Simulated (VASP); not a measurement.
The system is SnGeTe2.

```
CELL_PARAMETERS angstrom
4.03217 0.00000 0.00000
0.00000 4.03217 0.00000
0.00000 0.00000 5.70235
ATOMIC_POSITIONS crystal
Ge 0.00000 0.00000 0.00000
Te 0.00000 0.00000 0.50000
Te 0.50000 0.50000 0.00000
Sn 0.50000 0.50000 0.50000
```

```yaml
Program: VASP 6.6.1
Task: relaxation of cell and atoms
Functional: PBE
Potentials_or_basis: VASP PAW PBE potentials, release 64 (Ge_d, Te, Sn_d)
Cutoff: 600 eV
k_mesh: 6 × 6 × 4
Occupations: fermi-dirac, width 0.02 eV
Spin: no spin polarisation
```

At the start: pressure 20.6 GPa; volume 23.18 Å³/atom.

Task: Where does the relaxation end?

Result: Over 7 steps the energy falls by 355.8 meV/atom and the volume is 30.11 Å³/atom (+29.9 %); space group P4/mmm (No. 123, to 0.05 Å).

Step by step:
| step | energy change (eV) | largest force (eV/Å) | pressure (GPa) | volume (Å³) |
| --- | --- | --- | --- | --- |
| 1 | 0.0000 | 0.0000 | 20.61 | 92.71 |
| 2 | -1.1216 | 0.0000 | -4.64 | 138.76 |
| 3 | -1.4232 | 0.0000 | 0.09 | 120.21 |
| 4 | -1.4231 | 0.0000 | -0.12 | 120.81 |
| 5 | -1.4234 | 0.0000 | 0.03 | 120.44 |
| 6 | -1.4234 | 0.0000 | -0.03 | 120.47 |
| 7 | -1.4234 | 0.0000 | 0.02 | 120.46 |

Final structure:
```
Ge Te Sn
1.0
     4.39606    0.00000    0.00000
     0.00000    4.39606    0.00000
     0.00000    0.00000    6.23301
Ge Te Sn
1 2 1
Direct
  0.00000 0.00000 0.00000
  0.00000 0.00000 0.50000
  0.50000 0.50000 0.00000
  0.50000 0.50000 0.50000
```

Caveat: the volume moved by over 15 % at a fixed basis, so the end points are rough.
